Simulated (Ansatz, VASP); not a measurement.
One calculation of BaMg2N2, two programs

```
Ba Mg N
1.0
    -3.42128    3.42128    3.73106
     3.42128   -3.42128    3.73106
     3.42128    3.42128   -3.73106
Ba Mg N
2 4 4
Direct
  0.25000 0.25000 0.00000
  0.75000 0.75000 0.00000
  0.87164 0.37164 0.24329
  0.12836 0.62836 0.75671
  0.37164 0.12836 0.50000
  0.62836 0.87164 0.50000
  0.33220 0.83220 0.16440
  0.66780 0.16780 0.83560
  0.83220 0.66780 0.50000
  0.16780 0.33220 0.50000
```

Alike in both runs: functional PBEsol; k mesh 6 × 6 × 6; occupations gaussian, width 0.02 eV; no spin polarisation.

Ansatz relaxed the structure, and its values are those at the end. VASP's run is a single point on that final structure, the one shown.

|  | VASP | Ansatz |
| --- | --- | --- |
| version | VASP 6.6.1 | Ansatz 0.2.0 |
| potentials or method | VASP PAW PBE potentials, release 64 (Ba_sv, Mg, N), cutoff 520 eV | scalar-relativistic, plane waves, PAW |
| valence electrons in the cell | 48 | 80 |

```csv
,VASP,Ansatz,Ansatz less VASP
gap on the k mesh at the Fermi level (eV),1.24,1.29,+0.043
least direct gap on the mesh (eV),1.24,1.29,+0.048
pressure (GPa),0.6,0.0,-0.63
rms of the force components (eV/Å),0.012,0.000,-0.0118
```

VASP's potentials were made for PBE, not for PBEsol. VASP's potentials hold 48 valence electrons a cell and Ansatz's 80, so a difference there can come from the potentials and not from the codes.

Neither program's run includes spin-orbit coupling.
